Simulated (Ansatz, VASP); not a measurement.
Two plane-wave programs on PbSe

The input POSCAR:

```
PbSe
1.0
    0.0000000000      3.0696893625      3.0696893625
    3.0696893625      0.0000000000      3.0696893625
    3.0696893625      3.0696893625      0.0000000000
Pb Se
1 1
Direct
    0.0000000000      0.0000000000      0.0000000000
    0.5000000000      0.5000000000      0.5000000000
```

File INCAR.step1:

```
PREC = Accurate ; ENCUT = 400
EDIFF = 1E-5 ; ISMEAR = 0
SIGMA = 0.01 ; LREAL = F
LASPH = T ; NELM = 120
ALGO = Normal ; ISIF = 2
LWAVE = T ; LCHARG = F
NBANDS = 17 ; GGA = PE
GGA_COMPAT = F
```

Contents of INCAR.step2:

```
PREC = Accurate ; ENCUT = 400
EDIFF = 1E-6 ; ISMEAR = 0
SIGMA = 0.01 ; LREAL = F
LASPH = T ; NELM = 120
ALGO = Normal ; ISIF = 2
LWAVE = F ; LCHARG = F
GGA = PE ; LHFCALC = T
AEXX = 0.25 ; PRECFOCK = Normal
NBANDS = 17 ; ISTART = 1
GGA_COMPAT = F
```

Contents of KPOINTS:

```
Automatic mesh
0
Gamma
  6 6 6
```

Input for Ansatz:

```yaml
crystal:
  lattice:
    - [0.0, 3.0696893625, 3.0696893625]
    - [3.0696893625, 0.0, 3.0696893625]
    - [3.0696893625, 3.0696893625, 0.0]
  atoms:
    - { symbol: Pb, position: [0.0, 0.0, 0.0] }
    - { symbol: Se, position: [0.5, 0.5, 0.5] }
kpoints:
  mp_grid: { grid: [6, 6, 6] }
  band_path:
    path:
      - [0.0, 0.0, 0.0]
      - [0.5, 0.0, 0.5]
      - [0.625, 0.25, 0.625]
      - [0.375, 0.375, 0.75]
      - [0.5, 0.5, 0.5]
      - [0.5, 0.25, 0.75]
    npoints: 1
hamiltonian:
  xc: pbe0
scf:
  occupations: { method: fixed }
  n_extra_bands: 4
output:
  forces: true
  stress: true
  eigenvalues: true
```

Alike in both runs: task single point; functional PBE0; k mesh 6 × 6 × 6; no spin polarisation.

|  | VASP | Ansatz |
| --- | --- | --- |
| version | VASP 6.6.1 | Ansatz 0.2.0 |
| potentials or method | VASP PAW PBE potentials, release 64 (Pb_d, Se) | plane waves, PAW |
| plane-wave cutoff (eV) | 400 | 420 |
| occupations | gaussian, width 0.01 eV | fixed |
| valence electrons in the cell | 20 | 30 |

VASP gave:

```
gap on the k mesh at the Fermi level (eV) : 1.32
pressure (GPa)                            : 0.7
```

Q: Estimate Ansatz's values.

A: gap on the k mesh at the Fermi level (eV): 1.27; pressure (GPa): 0.9.

VASP's potentials hold 20 valence electrons a cell and Ansatz's 30, so a difference there can come from the potentials and not from the codes. Ansatz's warnings: stress exchange threshold loose, stress scf threshold loose.

Spin-orbit coupling is off throughout.
